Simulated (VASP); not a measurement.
Wanted: the native input for a VASP 6.6.1 run.

- Task: single point
- Functional: r2SCAN
- Potentials or basis: VASP PAW PBE potentials, release 64 (Si)
- Cutoff: 520 eV
- k mesh: 12 × 12 × 2
- Occupations: gaussian, width 0.1 eV
- Spin: no spin polarisation
- Dipole correction: no
- Further INCAR settings: ALGO = Normal; EDIFF = 1e-07; NBANDS = 36

System: Si, a slab with vacuum.

```
CELL_PARAMETERS angstrom
3.86399 0.00000 0.00000
-1.93200 3.34631 0.00000
0.00000 0.00000 30.23346
ATOMIC_POSITIONS crystal
Si 0.66667 0.33333 0.00067
Si 0.66667 0.33333 0.52139
Si 0.66667 0.33333 0.70995
Si 0.66667 0.33333 0.23066
Si 0.00000 0.00000 0.61567
Si 0.33333 0.66667 0.20995
Si 0.00000 0.00000 0.11567
Si 0.66667 0.33333 0.61567
Si 0.33333 0.66667 0.73066
Si 0.33333 0.66667 0.11567
Si 0.33333 0.66667 0.50067
Si 0.33333 0.66667 0.02139
```

One way to write it, as run:

POSCAR

```
Si
1.0
    3.8639902187      0.0000000000      0.0000000000
   -1.9319951094      3.3463136894      0.0000000000
    0.0000000000      0.0000000000     30.2334550662
Si
12
Direct
    0.6666666667      0.3333333333      1.0006683933
    0.6666666667      0.3333333333      0.5213873404
    0.6666666667      0.3333333333      0.7099459895
    0.6666666667      0.3333333333      0.2306649367
    0.0000000000      0.0000000000      0.6156666650
    0.3333333333      0.6666666667      0.2099459895
    0.0000000000      0.0000000000      0.1156666650
    0.6666666667      0.3333333333      0.6156666650
    0.3333333333      0.6666666667      0.7306649367
    0.3333333333      0.6666666667      0.1156666650
    0.3333333333      0.6666666667      0.5006683933
    0.3333333333      0.6666666667      1.0213873404
```

INCAR.step1

```
  PREC = Accurate
  ENCUT = 520
  ISMEAR = 0
  SIGMA = 0.1
  LREAL = False
  LASPH = True
  NELM = 60
  NBANDS = 36
  GGA = PE
  ALGO = Normal
  EDIFF = 1E-4
  LWAVE = True
  LCHARG = False
```

INCAR.step2

```
  PREC = Accurate
  ENCUT = 520
  EDIFF = 1E-7
  ISMEAR = 0
  SIGMA = 0.1
  LREAL = False
  LASPH = True
  NELM = 60
  ALGO = Normal
  ISIF = 2
  LWAVE = False
  LCHARG = False
  METAGGA = R2SCAN
  LMIXTAU = True
  NBANDS = 36
  ISTART = 1
```

KPOINTS

```
Automatic mesh
0
Gamma
  12 12 2
```

Potentials or basis: VASP PAW PBE potentials, release 64 (Si).

Run with:

```bash
$ cat potpaw_PBE.64/Si/POTCAR > POTCAR
$ cp INCAR.step1 INCAR
$ mpirun -np 1 vasp_std > vasp.out
$ cp INCAR.step2 INCAR
$ mpirun -np 1 vasp_std > vasp.out
```

It gave:

```
Largest force          : 0.026 eV/Å
Band gap on the k mesh : zero (bands 24 and 25 overlap by 0.12 eV)
```

Caveat: the PAW data sets were made with another functional, which shifts forces and pressure a little.

Run time: 53 min on 1 thread of Intel(R) Xeon(R) 6975P-C (Granite Rapids), on a shared host, peak memory 0.72 GiB.
